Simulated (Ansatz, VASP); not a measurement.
**One calculation of O, two programs**

INCAR

```
SYSTEM = O
PREC = Accurate ; ENCUT = 910
EDIFF = 1E-8 ; ISMEAR = -1
SIGMA = 0.02 ; LREAL = .False.
LASPH = .True. ; NELM = 120
ALGO = Normal ; ISIF = 2
LWAVE = .False. ; LCHARG = .False.
GGA = PS ; LEFG = .True.
NBANDS = 13 ; GGA_COMPAT = .False.
```

The input KPOINTS:

```
Automatic mesh
0
Gamma
  10 10 10
  0 0 0
```

File POSCAR:

```
O
1.0
    1.3942929299      0.8049953984      3.3387233343
   -1.3942929299      0.8049953984      3.3387233343
    0.0000000000     -1.6099907968      3.3387233343
O
2
Direct
    0.0577000000      0.0577000000      0.0577000000
    0.9423000000      0.9423000000      0.9423000000
```

Input for Ansatz:

```yaml
crystal:
  lattice:
    - [1.3942929299, 0.8049953984, 3.3387233343]
    - [-1.3942929299, 0.8049953984, 3.3387233343]
    - [0.0, -1.6099907968, 3.3387233343]
  atoms:
    - { symbol: O, position: [0.0577, 0.0577, 0.0577] }
    - { symbol: O, position: [0.9423, 0.9423, 0.9423] }
kpoints:
  mp_grid: { grid: [10, 10, 10] }
scf:
  occupations: { method: fermi_dirac, width: 0.02 }
hamiltonian:
  xc: pbesol
  pseudopotentials: { kind: paw }
output:
  forces: true
  stress: true
  eigenvalues: true
  efg: { contact_densities: true }
```

Change from the starting cell: volume scaled by 0.94, PAW files.

Alike in both runs: task electric field gradients; functional PBEsol; k mesh 10 × 10 × 10; occupations fermi-dirac, width 0.02 eV; no spin polarisation.

|  | VASP | Ansatz |
| --- | --- | --- |
| version | VASP 6.6.1 | Ansatz 0.2.0 |
| potentials or method | VASP PAW PBE potentials, release 64 (O_h) | PAW with Ansatz's default frozen-core files, scalar-relativistic |
| plane-wave cutoff (eV) | 910 | 420 |
| valence electrons in the cell | 12 | 12 |

```tsv
	VASP	Ansatz	Ansatz less VASP
rms of the force components (eV/Å)	2.701	2.475	-0.2260
size of Vzz on the site where it differs most (V/Å²)	104.9	107.5	+2.58
```

VASP's potentials were made for PBE, not for PBEsol. Atom by atom the forces differ by 0.226 eV/Å (rms over components).

Noted on VASP's run: the cutoff is short for stress, so the pressure is rough; spin is off for a triplet molecule.
